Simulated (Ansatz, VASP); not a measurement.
## In5Sb2As3: VASP beside Ansatz

```xyz
10
Lattice="6.6141 0.0000 -0.0300 0.0000 5.3892 0.0000 -0.2985 0.0000 7.3509" Properties=species:S:1:pos:R:3 pbc="T T T"
In   -0.2575    0.0000    0.4744
In    2.4483    0.0000    1.6945
In    4.9631    0.0000    3.3188
In    0.9653    0.0000    4.7525
In    3.5721    0.0000    6.1960
Sb    1.7262    2.6946    3.1802
Sb    0.3337    2.6946    6.3464
As    5.5806    2.6946    2.0755
As    4.4344    2.6946    4.3786
As    3.0004    2.6946    0.5346
```

Alike in both runs: functional PBE; k mesh 4 × 4 × 4; occupations gaussian, width 0.1 eV; no spin polarisation.

Ansatz relaxed the structure, and its values are those at the end. VASP's run is a single point on that final structure, the one shown.

|  | VASP | Ansatz |
| --- | --- | --- |
| version | VASP 6.6.1 | Ansatz 0.2.0 |
| potentials or method | VASP PAW PBE potentials, release 64 (In_d, Sb, As), cutoff 520 eV | scalar-relativistic, plane waves, PAW |
| valence electrons in the cell | 90 | 140 |

Ansatz gave:

| Property | Result |
| --- | --- |
| gap on the k mesh at the Fermi level (eV) | none |
| pressure (GPa) | 0.0 |
| rms of the force components (eV/Å) | 0.003 |

Problem. What did VASP give for the same quantities?

Solution. gap on the k mesh at the Fermi level (eV): none; pressure (GPa): 0.0; rms of the force components (eV/Å): 0.006.

A gap of «none» marks a metal or a gap that the smearing closes. VASP's potentials hold 90 valence electrons a cell and Ansatz's 140, so a difference there can come from the potentials and not from the codes.

Spin-orbit coupling is off throughout.
